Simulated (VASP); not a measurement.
# Cu in VASP: single point with PBEsol

Aim: the single point of Cu with PBEsol.

All numbers are computed with VASP 6.6.1; they aren't measurements. Logs are shortened: lines on timing, memory, paths and dates and some standing lists are left out, and cuts for length are marked.

### 1 The cell of the first run

The cell holds a sublattice, 1 atom: a = 3.543 Å, b = 3.543 Å, c = 7.091 Å, α = 90.00°, β = 90.00°, γ = 90.00°.

### 2 Single point, PBEsol, collinear spin, ferromagnetic start

INCAR reads:

```
  PREC = Accurate
  ENCUT = 520
  EDIFF = 1E-6
  ISMEAR = 0
  SIGMA = 0.1
  LREAL = False
  LASPH = True
  NELM = 200
  ALGO = Normal
  ISIF = 2
  LWAVE = False
  LCHARG = False
  ISPIN = 2
  MAGMOM = 1
  LORBIT = 11
  LMAXMIX = 4
  GGA = PS
  NBANDS = 16
  GGA_COMPAT = False
```

KPOINTS reads:

```
regular mesh
0
Gamma
  10 10 6
```

POSCAR reads:

```
Cu
1.0
    3.5427610000      0.0000000000      0.0000000000
    0.0000000000      3.5427610000      0.0000000000
    0.0000000000      0.0000000000      7.0912880000
Cu
1
Direct
    0.0000000000      0.0000000000      0.5000000000
```

Potentials or basis: VASP PAW PBE potentials, release 64 (Cu).

Started as:

```
$ cat potpaw_PBE.64/Cu/POTCAR > POTCAR
$ mpirun -np 1 vasp_std > vasp.out
```

OUTCAR:

```text
PREC = Accurate
   ENCUT = 520
   EDIFF = 1E-6
   ISMEAR = 0
   LREAL = False
   LASPH = True
   NELM = 200
   ISIF = 2
   ISPIN = 2
   LORBIT = 11
   GGA = PS

 ion  position               nearest neighbor table
   1  0.000  0.000  0.500-

  LATTYP: Found a simple tetragonal cell.
 ALAT       =     3.5427610000
 C/A-ratio  =     2.0016275442

  Lattice vectors:

 A1 = (   3.5427610000,   0.0000000000,   0.0000000000)
 A2 = (   0.0000000000,   3.5427610000,   0.0000000000)
 A3 = (   0.0000000000,   0.0000000000,   7.0912880000)

Analysis of symmetry for initial positions (statically):
=====================================================================
 Subroutine PRICEL returns:
 Original cell was already a primitive cell.

 Routine SETGRP: Setting up the symmetry group for a
 simple tetragonal supercell.

 Subroutine GETGRP returns: Found 16 space group operations
 (whereof 16 operations were pure point group operations)
 out of a pool of 16 trial point group operations.

The static configuration has the point symmetry D_4h.

Analysis of symmetry for dynamics (positions and initial velocities):
=====================================================================
 Subroutine PRICEL returns:
 Original cell was already a primitive cell.

 Routine SETGRP: Setting up the symmetry group for a
 simple tetragonal supercell.

 Subroutine GETGRP returns: Found 16 space group operations
 (whereof 16 operations were pure point group operations)
 out of a pool of 16 trial point group operations.

The dynamic configuration has the point symmetry D_4h.

Analysis of structural, dynamic, and magnetic symmetry:
=====================================================================
 Subroutine PRICEL returns:
 Original cell was already a primitive cell.

 Routine SETGRP: Setting up the symmetry group for a
 simple tetragonal supercell.

 Subroutine GETGRP returns: Found 16 space group operations
 (whereof 16 operations were pure point group operations)
 out of a pool of 16 trial point group operations.

The overall configuration has the point symmetry D_4h.

 Subroutine INISYM returns: Found 16 space group operations
 (whereof 16 operations are pure point group operations),
 and found     1 'primitive' translations

----------------------------------------------------------------------------------------

                                     Primitive cell

  volume of cell :      89.0039

  direct lattice vectors                    reciprocal lattice vectors
     3.542761000  0.000000000  0.000000000     0.282265724  0.000000000  0.000000000
     0.000000000  3.542761000  0.000000000     0.000000000  0.282265724  0.000000000
     0.000000000  0.000000000  7.091288000     0.000000000  0.000000000  0.141018106

  length of vectors
     3.542761000  3.542761000  7.091288000     0.282265724  0.282265724  0.141018106

  position of ions in fractional coordinates (direct lattice)
     0.000000000  0.000000000  0.500000000

  ion indices of the primitive-cell ions
   primitive index   ion index
                 1           1

----------------------------------------------------------------------------------------

 KPOINTS: regular mesh

Automatic generation of k-mesh.
 Grid dimensions read from file:
 generate k-points for:   10   10    6

 Generating k-lattice:

  Cartesian coordinates                     Fractional coordinates (reciprocal lattice)
     0.028226572  0.000000000  0.000000000     0.100000000  0.000000000  0.000000000
     0.000000000  0.028226572  0.000000000     0.000000000  0.100000000  0.000000000
     0.000000000  0.000000000  0.023503018     0.000000000  0.000000000  0.166666667

  Length of vectors
     0.028226572  0.028226572  0.023503018

  Shift w.r.t. Gamma in fractional coordinates (k-lattice)
     0.000000000  0.000000000  0.000000000

 Subroutine IBZKPT returns following result:
 ===========================================

 Found     84 irreducible k-points:

 Following reciprocal coordinates:
            Coordinates               Weight
  0.000000  0.000000  0.000000      1.000000
  0.100000  0.000000  0.000000      4.000000
  0.200000  0.000000  0.000000      4.000000
  0.300000  0.000000  0.000000      4.000000
  0.400000  0.000000  0.000000      4.000000
  0.500000  0.000000  0.000000      2.000000
[... 16 lines left out ...]
  0.100000  0.000000  0.166667      8.000000
  0.200000  0.000000  0.166667      8.000000
 [... further k-points ...]
   k-points           NKPTS =     84   k-points in BZ     NKDIM =     84   number of bands    NBANDS=     16
   number of dos      NEDOS =    301   number of ions     NIONS =      1
   total plane-waves  NPLWV =  42336
   dimension x,y,z NGX =    28 NGY =   28 NGZ =   54
   dimension x,y,z NGXF=    56 NGYF=   56 NGZF=  108
   ions per type =               1
   NGX,Y,Z   is equivalent  to a cutoff of  13.14, 13.14, 12.66 a.u.
   NGXF,Y,Z  is equivalent  to a cutoff of  26.28, 26.28, 25.32 a.u.
 SYSTEM =  unknown system
   PREC   = accura    normal or accurate (medium, high low for compatibility)
   ISTART =      0    job   : 0-new  1-cont  2-samecut
   ICHARG =      2    charge: 1-file 2-atom 10-const
   ISPIN  =      2    spin polarized calculation?
   LNONCOLLINEAR =      F non collinear calculations
   LSORBIT =      F    spin-orbit coupling
   LASPH  =      T    aspherical Exc in radial PAW
   ENCUT  =  520.0 eV  38.22 Ry    6.18 a.u.   6.59  6.59 13.19*2*pi/ulx,y,z
   NELM   =    200;   NELMIN=  2; NELMDL= -5     # of ELM steps
   EDIFF  = 0.1E-05   stopping-criterion for ELM
   LREAL  =      F    real-space projection
   EDIFFG = 0.1E-04   stopping-criterion for IOM
   NSW    =      0    number of steps for IOM
   IBRION =     -1    ionic relax: 0-MD 1-quasi-New 2-CG
   NFREE  =      0    steps in history (QN), initial steepest desc. (CG)
   ISIF   =      2    stress and relaxation
   ISYM   =      2    0-nonsym 1-usesym 2-fastsym
   POTIM  = 0.5000    time-step for ionic-motion
   TEBEG  =    0.0;   TEEND  =   0.0 temperature during run
   PSTRESS=    0.0 pullay stress
   NELECT =      11.0000    total number of electrons
   NUPDOWN=      -1.0000    fix difference up-down
   EMIN   =  10.00;   EMAX   =-10.00  energy-range for DOS
   EFERMI =   0.00;   METHOD = LEGACY
   ISMEAR =     0;   SIGMA  =   0.10  broadening in eV -4-tet -1-fermi 0-gaus
   EFERMI_NEDOS =   21; number of points for ismear=-14 and -15
   IALGO  =     38    algorithm
   IMIX   =      4    mixing-type and parameters
     AMIX     =   0.40;   BMIX     =  1.00
     AMIX_MAG =   1.60;   BMIX_MAG =  1.00
  volume/ion in A,a.u.               =      89.00       600.63
  Fermi-wavevector in a.u.,A,eV,Ry     =   0.815460  1.540996  9.047539  0.664975
  Thomas-Fermi vector in A             =   1.925552
   LORBIT       =     11    0 simple, 1 ext, 2 COOP (PROOUT), +10 PAW based schemes
   GGA     = PS    functional components
   LHFCALC =     F    Hartree Fock is set to
   AEXX    =    0.0000 exact exchange contribution
   IVDW    =     0    specifies the selected vdW correction
   LEPSILON=     F    determine dielectric tensor
   LRPA    =     F    only Hartree local field effects (RPA)
 spin polarized calculation
 Gauss-broadening in eV      SIGMA  =   0.10
  energy-cutoff  :      520.00
  volume of cell :       89.00
 maximum number of plane-waves:      2435
 NGX is ok and might be reduce to    28
   NGX = 13   NGY = 13   NGZ = 27

 number of electron      10.9999996 magnetization       0.0151686

 number of electron      10.9999996 magnetization      -0.0019866

 Free energy of the ion-electron system (eV)
  ---------------------------------------------------
  ext. energy  EPLUGINS =         0.00000000
  ---------------------------------------------------
  free energy    TOTEN  =        -1.16048874 eV

  energy without entropy =       -1.15389726  energy(sigma->0) =       -1.15719300

 E-fermi :  -3.0609     XC(G=0):  -4.1633

 val. band max:       -3.0759894016   @ k =   0.4000   0.0000   0.5000
 cond. band min:      -3.0233094255   @ k =   0.4000   0.1000   0.0000
 fundamental gap:      0.0526799761
 Fermi energy:        -3.0608911228

 spin component 1

 k-point     1 :       0.0000    0.0000    0.0000
  band No.  band energies     occupation
      1      -5.1627      1.00000
      2      -4.2516      1.00000
      3      -3.9334      1.00000
      4      -3.8577      1.00000
      5      -3.8577      1.00000
      6      -3.8539      1.00000
[... 8 lines left out ...]
     15      12.0213      0.00000
     16      12.4684      0.00000
[... 419 lines left out ...]
 k-point    24 :       0.2000    0.0000    0.1667
  band No.  band energies     occupation
      1      -4.7190      1.00000
      2      -4.1638      1.00000
      3      -3.9272      1.00000
      4      -3.9010      1.00000
      5      -3.8926      1.00000
      6      -3.8527      1.00000
[... 8 lines left out ...]
     15      11.9556      0.00000
     16      12.6037      0.00000

 [... further k-points ...]

 spin component 2

 k-point     1 :       0.0000    0.0000    0.0000
  band No.  band energies     occupation
      1      -5.1655      1.00000
      2      -4.2516      1.00000
      3      -3.9342      1.00000
      4      -3.8582      1.00000
      5      -3.8582      1.00000
      6      -3.8542      1.00000
[... 8 lines left out ...]
     15      12.0181      0.00000
     16      12.4655      0.00000
[... 419 lines left out ...]
 k-point    24 :       0.2000    0.0000    0.1667
  band No.  band energies     occupation
      1      -4.7216      1.00000
      2      -4.1639      1.00000
      3      -3.9277      1.00000
      4      -3.9019      1.00000
      5      -3.8929      1.00000
      6      -3.8532      1.00000
[... 8 lines left out ...]
     15      11.9531      0.00000
     16      12.6005      0.00000

 [... further k-points ...]

------------------------ aborting loop because EDIFF is reached ----------------------------------------

  FORCE on cell =-STRESS in cart. coord.  units (eV):
  Direction    XX          YY          ZZ          XY          YZ          ZX
  --------------------------------------------------------------------------------------
  -------------------------------------------------------------------------------------
  Total       -2.0861574     -2.0861574      0.0512728      0.0000000     -0.0000000      0.0000000
  in kB      -37.5533616    -37.5533616      0.9229725      0.0000000     -0.0000000      0.0000000
  external PRESSURE =     -24.7279169 kB  Pullay stress =       0.0000000 kB

 VOLUME and BASIS-vectors are now :
 -----------------------------------------------------------------------------
  energy-cutoff  :      520.00
  volume of cell :       89.00
      direct lattice vectors                 reciprocal lattice vectors
     3.542761000  0.000000000  0.000000000     0.282265724  0.000000000  0.000000000
     0.000000000  3.542761000  0.000000000     0.000000000  0.282265724  0.000000000
     0.000000000  0.000000000  7.091288000     0.000000000  0.000000000  0.141018106

 POSITION                                       TOTAL-FORCE (eV/Angst)
 -----------------------------------------------------------------------------------
      0.00000      0.00000      3.54564         0.000000      0.000000      0.000000
 -----------------------------------------------------------------------------------
    total drift:                               -0.000000     -0.000000      0.000000

  FREE ENERGIE OF THE ION-ELECTRON SYSTEM (eV)
  ---------------------------------------------------
  free  energy   TOTEN  =        -1.1604887376 eV

  energy  without entropy=       -1.1538972593  energy(sigma->0) =       -1.15719300

 total charge

# of ion       s       p       d       tot
------------------------------------------
    1        0.325   0.018   9.362   9.704

 magnetization (x)

# of ion       s       p       d       tot
------------------------------------------
    1       -0.000  -0.000   0.000  -0.000
```

Wall time 3.8 min (1 thread of Intel Xeon 8259CL, shared host); peak memory 0.34 GiB.

Results:

* Free energy: -1.1605 eV
* Pressure: -2.5 GPa
* Net moment: 0.00 μB per cell
* Valence electrons inside the program's atomic spheres: Cu 9.70

Caveat: the PAW data sets were made with another functional, which shifts forces and pressure a little.
